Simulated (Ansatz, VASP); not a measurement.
**One calculation of Cu, two programs**

```
Cu
1.0
     2.48833    0.00000    0.00000
    -1.24416    2.15496    0.00000
     0.00000    0.00000    4.06371
Cu
2
Direct
  0.33333 0.66667 0.25000
  0.66667 0.33333 0.75000
```

Alike in both runs: task single point; functional LDA; k mesh 21 × 21 × 12; occupations gaussian, width 0.15 eV; no spin polarisation.

```csv
,VASP,Ansatz
version,VASP 6.6.1,Ansatz 0.2.0
potentials or method,"VASP PAW LDA potentials, release 64 (Cu), cutoff 520 eV","scalar-relativistic, plane waves, PAW"
valence electrons in the cell,22,38
```

|  | VASP | Ansatz | Ansatz less VASP |
| --- | --- | --- | --- |
| gap on the k mesh at the Fermi level (eV) | none | none | - |
| pressure (GPa) | 0.9 | -0.1 | -0.95 |
| traceless stress, the component that is largest in VASP (GPa) | 1.29 | 1.32 | +0.034 |

Ansatz warns that its potentials were made for another functional, while VASP's fit it. LDA's correlation is that of Perdew and Zunger in VASP and of Perdew and Wang (1992) in Ansatz. A gap of «none» marks a metal or a gap that the smearing closes. VASP's potentials hold 22 valence electrons a cell and Ansatz's 38, so a difference there can come from the potentials and not from the codes.
